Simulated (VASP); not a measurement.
A run of VASP 6.6.1 is set up as follows.

The input POSCAR:

```
MoS2
1.0
    3.1804581979      0.0000000000      0.0000000000
   -1.5902290989      2.7543575951      0.0000000000
    0.0000000000      0.0000000000     12.7377169336
Mo S
2 4
Direct
    0.3333333333      0.6666666667      0.2500000000
    0.6666666667      0.3333333333      0.7500000000
    0.3333333333      0.6666666667      0.6280967767
    0.6666666667      0.3333333333      0.1280967767
    0.3333333333      0.6666666667      0.8719032233
    0.6666666667      0.3333333333      0.3719032233
```

INCAR.step1

```
PREC     = Accurate       # precision mode
ENCUT    = 520            # plane-wave cutoff, eV
ISMEAR   = 0              # smearing method
SIGMA    = 0.05           # smearing width, eV
LREAL    = False          # projectors in reciprocal space
LASPH    = True           # aspherical terms in the spheres
NELM     = 150            # most SCF steps
ISPIN    = 2              # spin polarisation
MAGMOM   = 0.05 0.05 0 0 0 0 # initial moments
LMAXMIX  = 4              # l up to which the mixer works
NBANDS   = 39             # bands
GGA      = PE             # functional
ALGO     = Normal         # electronic algorithm
EDIFF    = 1E-4           # SCF threshold, eV
LWAVE    = True           # write WAVECAR
LCHARG   = False          # write CHGCAR
```

INCAR.step2

```
PREC     = Accurate       # precision mode
ENCUT    = 520            # plane-wave cutoff, eV
EDIFF    = 1E-6           # SCF threshold, eV
ISMEAR   = 0              # smearing method
SIGMA    = 0.05           # smearing width, eV
LREAL    = False          # projectors in reciprocal space
LASPH    = True           # aspherical terms in the spheres
NELM     = 150            # most SCF steps
ALGO     = Normal         # electronic algorithm
ISIF     = 2              # what is computed and relaxed
LWAVE    = False          # write WAVECAR
LCHARG   = False          # write CHGCAR
ISPIN    = 2              # spin polarisation
MAGMOM   = 0.05 0.05 0 0 0 0 # initial moments
LORBIT   = 11             # projections on sites
LMAXMIX  = 4              # l up to which the mixer works
METAGGA  = R2SCAN         # meta-GGA
LMIXTAU  = True         
NBANDS   = 39             # bands
ISTART   = 1
```

File KPOINTS:

```
Automatic mesh
0
Gamma
  8 8 2
```

Potentials or basis: VASP PAW PBE potentials, release 64 (Mo_sv, S).

The run is started by

```console
$ cat potpaw_PBE.64/Mo_sv/POTCAR potpaw_PBE.64/S/POTCAR > POTCAR
$ cp INCAR.step1 INCAR
$ mpirun -np 1 vasp_std > vasp.out
$ cp INCAR.step2 INCAR
$ mpirun -np 1 vasp_std > vasp.out
```

Problem. What does it give for the pressure?

Solution. 0.5 GPa.

Problem. What does it give for the largest force?

Solution. 0.005 eV/Å.

Problem. Predict the band gap on the k mesh.

Solution. 1.26 eV (least direct gap 2.04 eV).

Forces in eV/Å, atoms in the order of the input:
```
Mo   0.000  0.000  0.000
Mo   0.000  0.000  0.000
S    0.000  0.000 -0.005
S    0.000  0.000 -0.005
S    0.000  0.000  0.005
S    0.000  0.000  0.005
```

Caveat: the PAW data sets were made with another functional, which shifts forces and pressure a little.

**Experimental background.**

From “Multiwavelength excitation Raman Scattering Analysis of bulk and 2 dimensional MoS2: Vibrational properties of atomically thin MoS2 layers”, 2015, arxiv:1506.03228, for a bulk crystal of MoS2 at 300 K: band gap 1.3 eV (indirect).

Measured gap of MoS2: 1.3 eV (indirect; 300 K; “Multiwavelength excitation Raman Scattering Analysis of bulk and 2 dimensional MoS2: Vibrational properties of atomically thin MoS2 layers”, 2015, arxiv:1506.03228). This calculation gives 1.26 eV (-0.04 eV). Spin-orbit coupling on Mo is left out. The value is that of r2SCAN on a finite k mesh, which can miss the band edges, without temperature or zero-point motion.
